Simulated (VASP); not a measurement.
# MgI2 (P-3m1) in VASP: further runs

Runs on MgI2. Level: PBEsol. Tasks: single point.

All numbers are computed with VASP 6.6.1; they aren't measurements. Logs are shortened: lines on timing, memory, paths and dates and some standing lists are left out, and cuts for length are marked.

### Step 1. The cell of the first run

The structure is trigonal, space group P-3m1 (No. 164). Conventional cell: a = 4.154 Å, b = 4.154 Å, c = 6.862 Å, α = 90.00°, β = 90.00°, γ = 120.00°. Mg (site symmetry -3m) has 6 I at 2.92 Å within 3.8 Å. I (site symmetry 3m) has 3 Mg at 2.92 Å within 3.8 Å.

### Step 2. Single point, PBEsol

INCAR reads:

```
PREC     = Accurate       # precision mode
ENCUT    = 520            # plane-wave cutoff, eV
EDIFF    = 1E-6           # SCF threshold, eV
ISMEAR   = 0              # smearing method
SIGMA    = 0.1            # smearing width, eV
LREAL    = F              # projectors in reciprocal space
LASPH    = T              # aspherical terms in the spheres
NELM     = 60             # most SCF steps
ALGO     = Normal         # electronic algorithm
ISIF     = 2              # what is computed and relaxed
LWAVE    = F              # write WAVECAR
LCHARG   = F              # write CHGCAR
GGA      = PS             # functional
NBANDS   = 15             # bands
```

KPOINTS reads:

```
Automatic mesh
0
Gamma
  6 6 4
```

POSCAR reads:

```
MgI2
1.0
    4.1537001214      0.0000000000      0.0000000000
   -2.0768500607      3.5972098248      0.0000000000
    0.0000000000      0.0000000000      6.8620000000
Mg I
1 2
Direct
    0.0000000000      0.0000000000      0.0000000000
    0.3333333333      0.6666666667      0.7576300000
    0.6666666667      0.3333333333      0.2423700000
```

Potentials or basis: VASP PAW PBE potentials, release 64 (Mg, I).

Launch:

```bash
cat potpaw_PBE.64/Mg/POTCAR potpaw_PBE.64/I/POTCAR > POTCAR
mpirun -np 1 vasp_std > vasp.out
```

OUTCAR:

```text
PREC = Accurate
   ENCUT = 520
   EDIFF = 1E-6
   ISMEAR = 0
   LREAL = F
   LASPH = T
   NELM = 60
   ISIF = 2
   GGA = PS

 ion  position               nearest neighbor table
   1  0.000  0.000  0.000-   2 2.92   3 2.92   2 2.92   3 2.92   3 2.92   2 2.92
   2  0.333  0.667  0.758-   1 2.92   1 2.92   1 2.92
   3  0.667  0.333  0.242-   1 2.92   1 2.92   1 2.92

  LATTYP: Found a hexagonal cell.
 ALAT       =     4.1537001214
 C/A-ratio  =     1.6520210413

  Lattice vectors:

 A1 = (   4.1537001214,   0.0000000000,   0.0000000000)
 A2 = (  -2.0768500607,   3.5972098248,   0.0000000000)
 A3 = (   0.0000000000,   0.0000000000,   6.8620000000)

Analysis of symmetry for initial positions (statically):
=====================================================================
 Subroutine PRICEL returns:
 Original cell was already a primitive cell.

 Routine SETGRP: Setting up the symmetry group for a
 hexagonal supercell.

 Subroutine GETGRP returns: Found 12 space group operations
 (whereof 12 operations were pure point group operations)
 out of a pool of 24 trial point group operations.

The static configuration has the point symmetry D_3d.

Analysis of symmetry for dynamics (positions and initial velocities):
=====================================================================
 Subroutine PRICEL returns:
 Original cell was already a primitive cell.

 Routine SETGRP: Setting up the symmetry group for a
 hexagonal supercell.

 Subroutine GETGRP returns: Found 12 space group operations
 (whereof 12 operations were pure point group operations)
 out of a pool of 24 trial point group operations.

The dynamic configuration has the point symmetry D_3d.

 Subroutine INISYM returns: Found 12 space group operations
 (whereof 12 operations are pure point group operations),
 and found     1 'primitive' translations

----------------------------------------------------------------------------------------

                                     Primitive cell

  volume of cell :     102.5302

  direct lattice vectors                    reciprocal lattice vectors
     4.153700121  0.000000000  0.000000000     0.240749205  0.138996618  0.000000000
    -2.076850061  3.597209825  0.000000000     0.000000000  0.277993236  0.000000000
     0.000000000  0.000000000  6.862000000     0.000000000  0.000000000  0.145730108

  length of vectors
[... 93 lines left out ...]
   PSTRESS=    0.0 pullay stress
   NELECT =      16.0000    total number of electrons
   NUPDOWN=      -1.0000    fix difference up-down
   EMIN   =  10.00;   EMAX   =-10.00  energy-range for DOS
   EFERMI =   0.00;   METHOD = LEGACY
   ISMEAR =     0;   SIGMA  =   0.10  broadening in eV -4-tet -1-fermi 0-gaus
   EFERMI_NEDOS =   21; number of points for ismear=-14 and -15
   IALGO  =     38    algorithm
   IMIX   =      4    mixing-type and parameters
     AMIX     =   0.40;   BMIX     =  1.00
     AMIX_MAG =   1.60;   BMIX_MAG =  1.00
  volume/ion in A,a.u.               =      34.18       230.64
  Fermi-wavevector in a.u.,A,eV,Ry     =   0.881382  1.665571 10.569477  0.776835
  Thomas-Fermi vector in A             =   2.001871
   LORBIT       =      0    0 simple, 1 ext, 2 COOP (PROOUT), +10 PAW based schemes
   GGA     = PS    functional components
   LHFCALC =     F    Hartree Fock is set to
   AEXX    =    0.0000 exact exchange contribution
   IVDW    =     0    specifies the selected vdW correction
   LEPSILON=     F    determine dielectric tensor
   LRPA    =     F    only Hartree local field effects (RPA)
 non-spin polarized calculation
 Gauss-broadening in eV      SIGMA  =   0.10
  energy-cutoff  :      520.00
  volume of cell :      102.53
 maximum number of plane-waves:      2798
 NGX is ok and might be reduce to    32
   NGX = 15   NGY = 15   NGZ = 25

 number of electron      16.0000001 magnetization

 Free energy of the ion-electron system (eV)
  ---------------------------------------------------
  ext. energy  EPLUGINS =         0.00000000
  ---------------------------------------------------
  free energy    TOTEN  =        -8.41937555 eV

  energy without entropy =       -8.41937555  energy(sigma->0) =       -8.41937555

 E-fermi :   2.6375     XC(G=0):  -8.3741

 val. band max:        2.2359042286   @ k =   0.0000   0.0000   0.0000
 cond. band min:       5.6845826296   @ k =   0.5000   0.0000   0.2500
 fundamental gap:      3.4486784010
 Fermi energy:         2.6374873311

 k-point     1 :       0.0000    0.0000    0.0000
  band No.  band energies     occupation
      1      -9.8989      2.00000
      2      -9.1791      2.00000
      3      -1.3573      2.00000
      4       1.7547      2.00000
      5       1.7547      2.00000
      6       2.1437      2.00000
      7       2.1437      2.00000
      8       2.2359      2.00000
      9       5.8049      0.00000
     10       6.8573      0.00000
     11       8.8545      0.00000
     12       8.8545      0.00000
     13       9.6204      0.00000
     14      10.2996      0.00000
[... 401 lines left out ...]
      2      -9.0056      2.00000
      3      -0.9820      2.00000
      4      -0.5944      2.00000
      5      -0.5944      2.00000
      6      -0.0238      2.00000
      7       1.6727      2.00000
      8       1.6727      2.00000
      9       7.0233      0.00000
     10       7.8997      0.00000
     11       7.8997      0.00000
     12       9.4677      0.00000
     13      10.4501      0.00000
     14      10.7147      0.00000
     15      10.9220      0.00000

------------------------ aborting loop because EDIFF is reached ----------------------------------------

  FORCE on cell =-STRESS in cart. coord.  units (eV):
  Direction    XX          YY          ZZ          XY          YZ          ZX
  --------------------------------------------------------------------------------------
  -------------------------------------------------------------------------------------
  Total       -0.2159342     -0.2159342      0.0288912      0.0000000     -0.0000000      0.0000000
  in kB       -3.3742743     -3.3742743      0.4514649      0.0000000     -0.0000000      0.0000000
  external PRESSURE =      -2.0990279 kB  Pullay stress =       0.0000000 kB

 VOLUME and BASIS-vectors are now :
 -----------------------------------------------------------------------------
  energy-cutoff  :      520.00
  volume of cell :      102.53
      direct lattice vectors                 reciprocal lattice vectors
     4.153700121  0.000000000  0.000000000     0.240749205  0.138996618  0.000000000
    -2.076850061  3.597209825  0.000000000     0.000000000  0.277993236  0.000000000
     0.000000000  0.000000000  6.862000000     0.000000000  0.000000000  0.145730108

 POSITION                                       TOTAL-FORCE (eV/Angst)
 -----------------------------------------------------------------------------------
      0.00000      0.00000      0.00000        -0.000000      0.000000      0.000000
     -0.00000      2.39814      5.19886        -0.000000      0.000000      0.039038
      2.07685      1.19907      1.66314         0.000000     -0.000000     -0.039038
 -----------------------------------------------------------------------------------
    total drift:                               -0.000000      0.000000     -0.000000

  FREE ENERGIE OF THE ION-ELECTRON SYSTEM (eV)
  ---------------------------------------------------
  free  energy   TOTEN  =        -8.4193755467 eV

  energy  without entropy=       -8.4193755466  energy(sigma->0) =       -8.41937555
```

OSZICAR:

```text
N       E                     dE             d eps       ncg     rms          rms(c)
DAV:   1     0.743173014409E+02    0.74317E+02   -0.57912E+03   720   0.842E+02
DAV:   2    -0.258201315731E+01   -0.76899E+02   -0.70073E+02  1021   0.130E+02
DAV:   3    -0.846664219489E+01   -0.58846E+01   -0.58599E+01   972   0.414E+01
DAV:   4    -0.857609499699E+01   -0.10945E+00   -0.10944E+00   954   0.675E+00
DAV:   5    -0.857776610511E+01   -0.16711E-02   -0.16711E-02   979   0.787E-01    0.400E+00
DAV:   6    -0.845154185059E+01    0.12622E+00   -0.10029E-01   825   0.160E+00    0.264E+00
DAV:   7    -0.842163301354E+01    0.29909E-01   -0.10292E-01   909   0.156E+00    0.636E-01
DAV:   8    -0.841940173282E+01    0.22313E-02   -0.74674E-03   832   0.479E-01    0.272E-01
DAV:   9    -0.841938834831E+01    0.13385E-04   -0.84739E-04   979   0.170E-01    0.111E-01
DAV:  10    -0.841937351917E+01    0.14829E-04   -0.42898E-05   881   0.437E-02    0.378E-02
DAV:  11    -0.841937541586E+01   -0.18967E-05   -0.62669E-06   937   0.142E-02    0.222E-02
DAV:  12    -0.841937554667E+01   -0.13081E-06   -0.50754E-07   738   0.419E-03
   1 F= -.84193755E+01 E0= -.84193755E+01  d E =-.388794E-10
```

It took 14 s on 1 thread of Intel Xeon 6975P-C (Granite Rapids), shared host; peak memory 0.23 GiB.

What came out:

```yaml
Free_energy: -8.4194 eV
Pressure: -0.2 GPa
Largest_force: 0.039 eV/Å
Band_gap_on_the_k_mesh: 3.45 eV, indirect (least direct gap 3.57 eV)
```

Forces in eV/Å, atoms in the order of the input:
```
Mg   0.000  0.000  0.000
I    0.000  0.000  0.039
I    0.000  0.000 -0.039
```

Stress tensor (GPa, compression positive):
```
-0.34  0.00  0.00
 0.00 -0.34  0.00
 0.00  0.00  0.05
```

Caveat: the PAW data sets were made with another functional, which shifts forces and pressure a little; spin-orbit coupling is left out, which moves the levels of the heavy elements; this functional lacks dispersion, which binds the layers, so the pressure and a relaxed spacing across them are unreliable.

### Step 3. Single point, PBEsol (biaxial strain in the a-b plane: -4.5 %, then relaxed in part)

INCAR reads:

```
SYSTEM = MgI2
ALGO     = Normal         ! electronic algorithm
EDIFF    = 1E-7           ! SCF threshold, eV
ENCUT    = 520            ! plane-wave cutoff, eV
GGA      = PS             ! functional
ISIF     = 2              ! what is computed and relaxed
ISMEAR   = 0              ! smearing method
LASPH    = .True.         ! aspherical terms in the spheres
LCHARG   = .True.         ! write CHGCAR
LELF     = .True.         ! ELF
LREAL    = .False.        ! projectors in reciprocal space
LVHAR    = .True.       
LWAVE    = .False.        ! write WAVECAR
NBANDS   = 15             ! bands
NELM     = 60             ! most SCF steps
PREC     = Accurate       ! precision mode
SIGMA    = 0.02           ! smearing width, eV
```

KPOINTS reads:

```
k-points
0
Gamma
  6 6 4
  0 0 0
```

POSCAR reads:

```
MgI2
1.0
    3.9448428829      0.0000000000      0.0000000000
   -1.9724214414      3.4163341505      0.0000000000
    0.0000000000      0.0000000000      7.1939432935
Mg I
1 2
Direct
    0.0000000000      0.0000000000      0.0000000000
    0.3333333333      0.6666666667      0.7588145911
    0.6666666667      0.3333333333      0.2411854089
```

Potentials or basis: VASP PAW PBE potentials, release 64 (Mg, I).

Launch:

```bash
cat potpaw_PBE.64/Mg/POTCAR potpaw_PBE.64/I/POTCAR > POTCAR
mpirun -np 1 vasp_std > vasp.out
```

Run time: 35 s. Hardware: 1 thread of Intel Xeon Platinum 8259CL at 2.50GHz (Skylake/Cascade Lake), shared host; peak memory 0.22 GiB.

The run converged. Its results:

```yaml
Free_energy: -8.3403 eV
Pressure: 2.0 GPa
Band_gap_on_the_k_mesh: 3.29 eV, indirect (least direct gap 3.69 eV)
```

Stress tensor (GPa, compression positive):
```
 3.07  0.00  0.00
 0.00  3.07  0.00
 0.00  0.00 -0.01
```

Levels at points of the mesh, in eV from the valence-band top:
```csv
k point,band 4,band 5,band 6,band 7,band 8,band 9,band 10,band 11,band 12,band 13
"(0.00, 0.00, 0.00)",-0.71,-0.33,-0.33,0.00,0.00,3.69,4.89,6.60,6.90,6.90
"(0.50, 0.00, 0.00)",-3.54,-2.33,-1.43,-1.35,-0.65,3.49,4.87,5.00,6.93,6.97
"(0.00, 0.00, 0.50)",-2.06,-0.26,-0.26,-0.07,-0.07,4.92,4.93,6.78,6.78,7.45
"(0.50, 0.00, 0.50)",-3.81,-1.73,-1.30,-1.29,-0.83,3.29,4.63,4.93,5.57,7.56
```

Caveat: the cell differs from its parent crystal (biaxial strain in the a-b plane: -4.5 %, then relaxed in part); the PAW data sets were made with another functional, which shifts forces and pressure a little; spin-orbit coupling is left out, which moves the levels of the heavy elements; this functional lacks dispersion, which binds the layers, so the pressure and a relaxed spacing across them are unreliable. A k mesh can miss the band edges.

### Step 4. Single point, PBEsol

This run uses another cell than the first one, of 32.32 Å³/atom, 0.946 times its volume.

INCAR reads:

```
  PREC = Accurate
  ENCUT = 520
  EDIFF = 1E-7
  ISMEAR = 0
  SIGMA = 0.02
  LREAL = F
  LASPH = T
  NELM = 100
  ALGO = Normal
  ISIF = 2
  LWAVE = F
  LCHARG = F
  GGA = PS
  NBANDS = 15
```

KPOINTS reads:

```
regular mesh
0
Gamma
  6 6 4
```

POSCAR is that of step 3.

Launch:

```bash
cat potpaw_PBE.64/Mg/POTCAR potpaw_PBE.64/I/POTCAR > POTCAR
mpirun -np 1 vasp_std > vasp.out
```

Run time: 33 s. Hardware: 1 thread of Intel Xeon Platinum 8259CL at 2.50GHz (Skylake/Cascade Lake), shared host; peak memory 0.22 GiB.

Results (log left out):

| Item | Value |
| --- | --- |
| Free energy | -8.3403 eV |
| Pressure | 2.0 GPa |
| Band gap on the k mesh | 3.29 eV, indirect (least direct gap 3.69 eV) |

Stress tensor (GPa, compression positive):
```
 3.07  0.00  0.00
 0.00  3.07  0.00
 0.00  0.00 -0.01
```

Levels at points of the mesh, in eV from the valence-band top:
```csv
k point,band 5,band 6,band 7,band 8,band 9,band 10,band 11,band 12
"(0.00, 0.00, 0.00)",-0.33,-0.33,0.00,0.00,3.69,4.89,6.60,6.90
"(0.50, 0.00, 0.00)",-2.33,-1.43,-1.35,-0.65,3.49,4.87,5.00,6.93
"(0.00, 0.00, 0.50)",-0.26,-0.26,-0.07,-0.07,4.92,4.93,6.78,6.78
"(0.50, 0.00, 0.50)",-1.73,-1.30,-1.29,-0.83,3.29,4.63,4.93,5.57
```

Caveat: the PAW data sets were made with another functional, which shifts forces and pressure a little; spin-orbit coupling is left out, which moves the levels of the heavy elements; this functional lacks dispersion, which binds the layers, so the pressure and a relaxed spacing across them are unreliable.
